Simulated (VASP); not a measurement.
Crystal: Sc2BiF6.

```xyz
9
Lattice="4.1001 0.0000 0.0000 0.0000 4.1001 0.0000 0.0000 0.0000 8.2002" Properties=species:S:1:pos:R:3 pbc="T T T"
Sc    2.0501    2.0501    2.0501
Sc    2.0501    2.0501    6.1502
Bi    0.0000    0.0000    0.0000
F     2.0501    0.0000    0.0000
F     2.0501    0.0000    4.1001
F     0.0000    2.0501    0.0000
F     0.0000    2.0501    4.1001
F     0.0000    0.0000    2.0501
F     0.0000    0.0000    6.1502
```

This cell differs from its parent crystal: atoms taken out.

* Program: VASP 6.6.1
* Task: relaxation of cell and atoms
* Functional: PBE
* Potentials or basis: VASP PAW PBE potentials, release 64 (Sc_sv, Bi_d, F)
* Cutoff: 600 eV
* k mesh: 4 × 4 × 2
* Occupations: gaussian, width 0.1 eV
* Spin: no spin polarisation

At the start: pressure 17.5 GPa; volume 15.32 Å³/atom.

Task: Where does the relaxation end?

Result: Over 28 steps the energy falls by 793.2 meV/atom and the volume is 18.76 Å³/atom (+22.5 %); space group P4/mmm (No. 123, to 0.1 Å) before and after.

The path:
```tsv
step	energy change (eV)	largest force (eV/Å)	pressure (GPa)	volume (Å³)
1	0.0000	3.9588	17.52	137.85
2	-2.8788	2.6652	-5.41	173.77
3	-2.8814	2.6948	-4.75	171.77
4	-4.1260	3.1231	-3.40	165.79
5	-2.0288	9.5788	13.68	146.57
6	-4.6017	3.0563	-1.11	160.69
7	-4.7503	5.0574	4.40	153.76
8	-4.8922	3.7324	1.61	156.72
9	-5.3799	3.0083	1.58	155.28
10	-5.5515	2.2740	1.93	153.76
11	-5.9597	0.8802	0.08	154.61
12	-6.2515	0.5304	-1.74	155.77
13	-6.2879	0.9378	-2.23	156.21
14	-6.2914	1.0796	-2.39	156.38
15	-6.3919	1.0285	-1.43	154.50
16	-6.5742	0.8531	1.97	148.82
17	-6.5856	0.7650	3.74	146.38
18	-6.6915	0.6764	3.68	147.98
19	-6.9056	0.4834	3.93	152.65
20	-6.7264	2.7084	5.80	161.54
21	-6.9298	1.3267	4.63	155.69
22	-7.0739	0.5907	2.12	162.08
23	-7.1133	0.3105	-0.02	168.58
24	-7.1137	0.3010	0.20	167.88
25	-7.1249	0.2479	0.07	168.28
26	-7.1359	0.1649	-0.16	169.17
27	-7.1381	0.0517	-0.09	168.94
28	-7.1384	0.0254	-0.04	168.81
```

Final structure:
```yaml
crystal:
  lattice:
    - [4.30213, 0.00000, 0.00000]
    - [0.00000, 4.30213, 0.00000]
    - [0.00000, 0.00000, 9.12059]
  atoms:
    - { symbol: Sc, position: [0.50000, 0.50000, 0.36665] }
    - { symbol: Sc, position: [0.50000, 0.50000, 0.63335] }
    - { symbol: Bi, position: [0.00000, 0.00000, 0.00000] }
    - { symbol: F, position: [0.50000, 0.00000, 0.00000] }
    - { symbol: F, position: [0.50000, 0.00000, 0.50000] }
    - { symbol: F, position: [0.00000, 0.50000, 0.00000] }
    - { symbol: F, position: [0.00000, 0.50000, 0.50000] }
    - { symbol: F, position: [0.00000, 0.00000, 0.25410] }
    - { symbol: F, position: [0.00000, 0.00000, 0.74590] }
```

Caveat: the k points lie up to 0.37 Å⁻¹ apart in the final cell, too coarse for converged energies and pressures of a metal; the cell differs from its parent crystal (atoms taken out); the volume moved by over 15 % at a fixed basis, so the end points are rough; an odd number of electrons without spin polarisation forces a metal; a magnetic or distorted state may lie lower.
